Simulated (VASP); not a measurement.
A run of VASP 6.6.1 is set up as follows.

INCAR

```
SYSTEM = Al2Cu
PREC = Accurate
ENCUT = 520
EDIFF = 1E-6
ISMEAR = 0
SIGMA = 0.1
LREAL = .FALSE.
LASPH = .TRUE.
NELM = 150
ALGO = Normal
ISIF = 2
LWAVE = .FALSE.
LCHARG = .FALSE.
ISPIN = 2
MAGMOM = 0 0 4
LORBIT = 11
LMAXMIX = 4
GGA = PE
ISYM = 0
NBANDS = 20
```

File KPOINTS:

```
Automatic mesh
0
G
  2 3 5
  0 0 0
```

File POSCAR:

```
Al2Cu
1.0
    4.1051820000      0.0000000000      0.0000000000
    0.0000000000      4.1051820000      0.0000000000
    0.0000000000      0.0000000000      2.8913130000
Al Cu
2 1
Direct
    0.5000000000      0.0000000000      0.5000000000
    0.0000000000      0.5000000000      0.5000000000
    0.0000000000      0.0000000000      0.0000000000
```

Potentials or basis: VASP PAW PBE potentials, release 64 (Al, Cu).

Command:

```console
$ cat potpaw_PBE.64/Al/POTCAR potpaw_PBE.64/Cu/POTCAR > POTCAR
$ mpirun -np 1 vasp_std > vasp.out
```

(1) Estimate the net moment.

(2) Predict the pressure.

Answers

(1) 0.00 μB per cell.

(2) 1.5 GPa.

Caveat: the k points lie up to 0.77 Å⁻¹ apart.
